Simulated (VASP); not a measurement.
# Ga2PdS2 (Amm2) in VASP: single point with PBE

Aim: the single point of Ga2PdS2 with PBE.

Everything below comes from runs of VASP 6.6.1. Logs are shortened: lines on timing, memory, paths and dates and some standing lists are left out, and cuts for length are marked.

## 1. The cell of the first run

It takes space group Amm2 (No. 38, orthorhombic). The conventional cell has a = 4.234 Å, b = 6.995 Å, c = 7.348 Å, α = 90.00°, β = 90.00°, γ = 90.00°. Within 3.1 Å of Ga (site symmetry m) lie 4 S at 2.37 to 2.96 Å and 2 Pd at 2.55 to 2.64 Å and 1 Ga at 2.74 Å. Within 3.3 Å of Pd (site symmetry mm2) lie 3 S at 2.46 to 2.73 Å and 4 Ga at 2.55 to 2.64 Å. Within 3.4 Å of S (site symmetry mm2) lie 4 Ga at 2.58 Å and 2 Pd at 2.73 Å. S (site symmetry mm2) has 4 Ga at 2.37 to 2.96 Å and 1 Pd at 2.46 Å within 3.1 Å.

The cell was generated, and may not be a known phase.

## 2. Single point, PBE, collinear spin

File INCAR:

```
SYSTEM = Ga2PdS2
PREC = Accurate
ENCUT = 500
EDIFF = 1E-6
ISMEAR = 0
SIGMA = 0.1
LREAL = .False.
LASPH = .True.
NELM = 200
ALGO = Normal
ISIF = 2
LWAVE = .False.
LCHARG = .True.
ISPIN = 2
MAGMOM = 0 0 1 0 0
LORBIT = 11
LMAXMIX = 4
GGA = PE
LELF = .True.
LVHAR = .True.
NBANDS = 36
GGA_COMPAT = .False.
```

File KPOINTS:

```
Automatic mesh
0
Gamma
  4 4 4
  0 0 0
```

File POSCAR:

```
Ga2PdS2
1.0
    4.2339812589      0.0000000000      0.0000000000
    0.0000000000      3.4974124394      3.6741362711
    0.0000000000     -3.4974124394      3.6741362711
Ga Pd S
2 1 2
Direct
    0.0000000000      0.5063816957      0.8978668798
    0.0000000000      0.8978668798      0.5063816957
    0.0000000000      0.3942089803      0.3942089803
    0.5000000000      0.6285458261      0.6285458261
    0.0000000000      0.0589701082      0.0589701082
```

Potentials or basis: VASP PAW PBE potentials, release 64 (Ga_d, Pd, S).

Started as:

```
> cat potpaw_PBE.64/Ga_d/POTCAR potpaw_PBE.64/Pd/POTCAR potpaw_PBE.64/S/POTCAR > POTCAR
> mpirun -np 1 vasp_std > vasp.out
```

OUTCAR:

```text
SYSTEM = Ga2PdS2
   PREC = Accurate
   ENCUT = 500
   EDIFF = 1E-6
   ISMEAR = 0
   LREAL = .False.
   LASPH = .True.
   NELM = 200
   ISIF = 2
   ISPIN = 2
   LORBIT = 11
   GGA = PE

 ion  position               nearest neighbor table
   1  0.000  0.506  0.898-   5 2.37   3 2.55   4 2.58   4 2.58   3 2.64   2 2.74
   2  0.000  0.898  0.506-   5 2.37   3 2.55   4 2.58   4 2.58   3 2.64   1 2.74
   3  0.000  0.394  0.394-   5 2.46   2 2.55   1 2.55   1 2.64   2 2.64   4 2.73   4 2.73
   4  0.500  0.629  0.629-   1 2.58   2 2.58   1 2.58   2 2.58   3 2.73   3 2.73
   5  0.000  0.059  0.059-   1 2.37   2 2.37   3 2.46

  LATTYP: Found a base centered orthorhombic cell.
 ALAT       =     6.9948248788
 B/A-ratio  =     1.0505298802
 C/A-ratio  =     0.6053019671

  Lattice vectors:

 A1 = (   0.0000000000,   3.4974124394,  -3.6741362711)
 A2 = (   0.0000000000,   3.4974124394,   3.6741362711)
 A3 = (   4.2339812589,   0.0000000000,   0.0000000000)

Analysis of symmetry for initial positions (statically):
=====================================================================
 Subroutine PRICEL returns:
 Original cell was already a primitive cell.

 Routine SETGRP: Setting up the symmetry group for a
 base centered orthorhombic supercell.

 Subroutine GETGRP returns: Found  4 space group operations
 (whereof  4 operations were pure point group operations)
 out of a pool of  8 trial point group operations.

The static configuration has the point symmetry C_2v.

Analysis of symmetry for dynamics (positions and initial velocities):
=====================================================================
 Subroutine PRICEL returns:
 Original cell was already a primitive cell.

 Routine SETGRP: Setting up the symmetry group for a
 base centered orthorhombic supercell.

 Subroutine GETGRP returns: Found  4 space group operations
 (whereof  4 operations were pure point group operations)
 out of a pool of  8 trial point group operations.

The dynamic configuration has the point symmetry C_2v.

Analysis of structural, dynamic, and magnetic symmetry:
=====================================================================
 Subroutine PRICEL returns:
 Original cell was already a primitive cell.

 Routine SETGRP: Setting up the symmetry group for a
 base centered orthorhombic supercell.

 Subroutine GETGRP returns: Found  4 space group operations
 (whereof  4 operations were pure point group operations)
 out of a pool of  8 trial point group operations.

The overall configuration has the point symmetry C_2v.

 Subroutine INISYM returns: Found  4 space group operations
 (whereof  4 operations are pure point group operations),
 and found     1 'primitive' translations

[... 134 lines left out ...]

 number of electron      47.9999991 magnetization       0.0006184

 number of electron      47.9999991 magnetization      -0.0000023

 Free energy of the ion-electron system (eV)
  ---------------------------------------------------
  ext. energy  EPLUGINS =         0.00000000
  ---------------------------------------------------
  free energy    TOTEN  =       -19.87000798 eV

  energy without entropy =      -19.85737210  energy(sigma->0) =      -19.86369004

 E-fermi :   4.2625     XC(G=0):  -9.6494

 val. band max:        4.2133283610   @ k =   0.2500   0.5000   0.2500
 cond. band min:       4.2812957988   @ k =   0.5000   0.2500   0.2500
 fundamental gap:      0.0679674377
 Fermi energy:         4.2624776266

 spin component 1

 k-point     1 :       0.0000    0.0000    0.0000
  band No.  band energies     occupation
      1     -11.0169      1.00000
      2     -10.8611      1.00000
      3     -10.7998      1.00000
      4     -10.7782      1.00000
      5     -10.7236      1.00000
      6     -10.6922      1.00000
[... 808 lines left out ...]
     35      13.5232      0.00000
     36      13.6237      0.00000
 Fermi energy:         4.2624776266

 spin component 2

 k-point     1 :       0.0000    0.0000    0.0000
  band No.  band energies     occupation
      1     -11.0169      1.00000
      2     -10.8611      1.00000
      3     -10.7998      1.00000
      4     -10.7782      1.00000
      5     -10.7236      1.00000
      6     -10.6922      1.00000
[... 808 lines left out ...]
     35      13.5228      0.00000
     36      13.6115      0.00000

------------------------ aborting loop because EDIFF is reached ----------------------------------------

  FORCE on cell =-STRESS in cart. coord.  units (eV):
  Direction    XX          YY          ZZ          XY          YZ          ZX
  --------------------------------------------------------------------------------------
  -------------------------------------------------------------------------------------
  Total       -1.4429790      2.8863877     -0.5049789      0.0000000      0.0000000      0.0000000
  in kB      -21.2466056     42.4995387     -7.4353729      0.0000000      0.0000000      0.0000000
  external PRESSURE =       4.6058534 kB  Pullay stress =       0.0000000 kB

 VOLUME and BASIS-vectors are now :
 -----------------------------------------------------------------------------
  energy-cutoff  :      500.00
  volume of cell :      108.81
      direct lattice vectors                 reciprocal lattice vectors
     4.233981259  0.000000000  0.000000000     0.236184324  0.000000000  0.000000000
     0.000000000  3.497412439  3.674136271     0.000000000  0.142962836  0.136086406
     0.000000000 -3.497412439  3.674136271     0.000000000 -0.142962836  0.136086406

 POSITION                                       TOTAL-FORCE (eV/Angst)
 -----------------------------------------------------------------------------------
      0.00000     -1.36919      5.15940         0.000000     -0.530789      0.278101
      0.00000      1.36919      5.15940         0.000000      0.530789      0.278101
      0.00000      0.00000      2.89676         0.000000      0.000000      0.331494
      2.11699      0.00000      4.61873         0.000000      0.000000     -0.477196
      0.00000      0.00000      0.43333         0.000000      0.000000     -0.410501
 -----------------------------------------------------------------------------------
    total drift:                                0.000000     -0.000003      0.000058

  FREE ENERGIE OF THE ION-ELECTRON SYSTEM (eV)
  ---------------------------------------------------
  free  energy   TOTEN  =       -19.8700079776 eV

  energy  without entropy=      -19.8573721000  energy(sigma->0) =      -19.86369004

 total charge

# of ion       s       p       d       tot
------------------------------------------
    1        0.963   0.576  10.004  11.543
    2        0.963   0.576  10.004  11.543
    3        0.387   0.393   8.659   9.440
    4        1.374   2.245   0.000   3.619
    5        1.371   2.293   0.000   3.664
--------------------------------------------------
tot          5.057   6.084  28.667  39.808

 magnetization (x)

# of ion       s       p       d       tot
------------------------------------------
    1       -0.000  -0.000  -0.000  -0.000
    2       -0.000  -0.000  -0.000  -0.000
    3       -0.000  -0.000  -0.000  -0.000
    4        0.000   0.000   0.000   0.000
    5       -0.000  -0.000   0.000  -0.000
--------------------------------------------------
tot         -0.000  -0.000  -0.000  -0.000
```

It took 3.5 min on 1 thread of Oxide Virtual Turin-like, shared host; peak memory 0.29 GiB.

Results:

| Quantity | Value |
| --- | --- |
| Free energy | -19.8700 eV |
| Pressure | 0.5 GPa |
| Largest force | 0.599 eV/Å |
| Band gap on the k mesh | zero (filled and empty bands overlap) |
| Net moment | 0.00 μB per cell |
| Valence electrons inside the program's atomic spheres | Ga 11.54; Pd 9.44; S 3.62, 3.66 |

Forces on the atoms (eV/Å):
```
Ga   0.000 -0.531  0.278
Ga   0.000  0.531  0.278
Pd   0.000  0.000  0.331
S    0.000  0.000 -0.477
S    0.000  0.000 -0.411
```

Stress tensor (GPa, compression positive):
```
-2.12  0.00  0.00
 0.00  4.25  0.00
 0.00  0.00 -0.74
```

Caveat: the k points lie up to 0.37 Å⁻¹ apart, too coarse for converged energies and pressures of a metal.

The gap in the log of VASP goes by the Fermi energy; the results here count the filled bands.